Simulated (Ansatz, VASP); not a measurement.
# CuO in VASP and in Ansatz

File INCAR:

```
PREC     = Accurate       # precision mode
ENCUT    = 820            # plane-wave cutoff, eV
EDIFF    = 1E-6           # SCF threshold, eV
ISMEAR   = 0              # smearing method
SIGMA    = 0.1            # smearing width, eV
LREAL    = False          # projectors in reciprocal space
LASPH    = True           # aspherical terms in the spheres
NELM     = 120            # most SCF steps
ALGO     = Normal         # electronic algorithm
ISIF     = 2              # what is computed and relaxed
LWAVE    = False          # write WAVECAR
LCHARG   = False          # write CHGCAR
GGA      = PS             # functional
NBANDS   = 33             # bands
GGA_COMPAT= False
```

KPOINTS

```
regular mesh
0
Gamma
  2 2 1
```

Contents of POSCAR:

```
CuO
1.0
    2.9027900792      0.0128346910     -0.0340833917
    0.0522224784      2.8448878033      0.0026072298
   -0.0435563076      0.0226345624      5.2731527454
Cu O
2 2
Direct
    0.5106995731      0.0053434258      0.4983983317
    0.0537874343      0.4780918003     -0.0097061318
   -0.0431909901      0.9791177467      0.2496237619
    1.0253855975      0.0012663399      0.7685903712
```

Input for Ansatz:

```yaml
crystal:
  lattice:
    - [2.9027900792, 0.012834691, -0.0340833917]
    - [0.0522224784, 2.8448878033, 0.0026072298]
    - [-0.0435563076, 0.0226345624, 5.2731527454]
  atoms:
    - { symbol: Cu, position: [0.5106995731, 0.0053434258, 0.4983983317] }
    - { symbol: Cu, position: [0.0537874343, 0.4780918003, -0.0097061318] }
    - { symbol: O, position: [-0.0431909901, 0.9791177467, 0.2496237619] }
    - { symbol: O, position: [1.0253855975, 0.0012663399, 0.7685903712] }
basis:
  ecutwfc: 420
kpoints:
  mp_grid: { grid: [2, 2, 1] }
hamiltonian:
  xc: pbesol
scf:
  occupations: { method: gaussian, width: 0.1 }
output:
  forces: true
  stress: true
  eigenvalues: true
```

Change from the starting cell: kmesh displaced: [2, 2, 1] Gamma-centred.

Alike in both runs: task single point; functional PBEsol; k mesh 2 × 2 × 1; occupations gaussian, width 0.1 eV; no spin polarisation.

```csv
,VASP,Ansatz
version,VASP 6.6.1,Ansatz 0.2.0
potentials or method,"VASP PAW PBE potentials, release 64 (Cu_sv_GW, O), cutoff 820 eV","scalar-relativistic, plane waves, PAW"
valence electrons in the cell,50,50
```

|  | VASP | Ansatz | Ansatz less VASP |
| --- | --- | --- | --- |
| gap on the k mesh at the Fermi level (eV) | 0.04 | 0.04 | 0.000 |
| least direct gap on the mesh (eV) | 0.23 | 0.23 | -0.001 |
| pressure (GPa) | 1.3 | 2.0 | +0.69 |
| traceless stress, the component that is largest in VASP (GPa) | -6.59 | -6.61 | -0.018 |
| rms of the force components (eV/Å) | 0.909 | 0.899 | -0.0100 |

VASP's potentials were made for PBE, not for PBEsol. Atom by atom the forces differ by 0.011 eV/Å (rms over components). The functional is the same, so the differences come from potentials, cutoffs and numerics.

The k mesh is coarse, so the values compare programs but aren't converged.
